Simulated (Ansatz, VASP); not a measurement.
# SiHC in VASP and in Ansatz

File INCAR:

```
PREC     = Accurate       # precision mode
ENCUT    = 520            # plane-wave cutoff, eV
EDIFF    = 1E-6           # SCF threshold, eV
ISMEAR   = 0              # smearing method
SIGMA    = 0.1            # smearing width, eV
LREAL    = False          # projectors in reciprocal space
LASPH    = True           # aspherical terms in the spheres
NELM     = 60             # most SCF steps
ALGO     = Normal         # electronic algorithm
ISIF     = 2              # what is computed and relaxed
LWAVE    = False          # write WAVECAR
LCHARG   = False          # write CHGCAR
GGA      = PE             # functional
NBANDS   = 18             # bands
```

The input KPOINTS:

```
Automatic mesh
0
Gamma
  6 6 4
```

Contents of POSCAR:

```
SiHC
1.0
    3.2608354200      0.0000000000      0.0000000000
    0.0000000000      3.2608354200      0.0000000000
    0.0000000000      0.0000000000      6.2346320100
Si H C
2 2 2
Direct
    0.0000000000      0.0000000000      0.7500000000
    0.0000000000      0.0000000000      0.2500000000
    0.5000000000      0.5000000000      0.0000000000
    0.5000000000      0.5000000000      0.5000000000
    0.5000000000      0.0000000000      0.5000000000
    0.0000000000      0.5000000000      0.0000000000
```

Input for Ansatz:

```yaml
crystal:
  lattice:
    - [3.26083542, 0.0, 0.0]
    - [0.0, 3.26083542, 0.0]
    - [0.0, 0.0, 6.23463201]
  atoms:
    - { symbol: Si, position: [0.0, 0.0, 0.75] }
    - { symbol: Si, position: [0.0, 0.0, 0.25] }
    - { symbol: H, position: [0.5, 0.5, 0.0] }
    - { symbol: H, position: [0.5, 0.5, 0.5] }
    - { symbol: C, position: [0.5, 0.0, 0.5] }
    - { symbol: C, position: [0.0, 0.5, 0.0] }
basis:
  ecutwfc: 420
kpoints:
  mp_grid: { grid: [6, 6, 4] }
hamiltonian:
  xc: pbe
scf:
  occupations: { method: gaussian, width: 0.1 }
  lower_state_search: "off"
output:
  forces: true
  stress: true
  eigenvalues: true
```

Change from the starting cell: species swapped into the TbCoC type (P4_2/mmc, No. 131).

Alike in both runs: task single point; functional PBE; k mesh 6 × 6 × 4; occupations gaussian, width 0.1 eV; no spin polarisation.

```csv
,VASP,Ansatz
version,VASP 6.6.1,Ansatz 0.2.0
potentials or method,"VASP PAW PBE potentials, release 64 (Si, H, C), cutoff 520 eV","scalar-relativistic, plane waves, PAW"
valence electrons in the cell,18,18
```

VASP gave:

```
gap on the k mesh at the Fermi level (eV)                     : none
pressure (GPa)                                                : -23.9
traceless stress, the component that is largest in VASP (GPa) : -6.30
```

Which values does Ansatz return?

gap on the k mesh at the Fermi level (eV): none; pressure (GPa): -23.9; traceless stress, the component that is largest in VASP (GPa): -6.31.

A gap of «none» marks a metal or a gap that the smearing closes. The functional is the same, so the differences come from potentials, cutoffs and numerics.
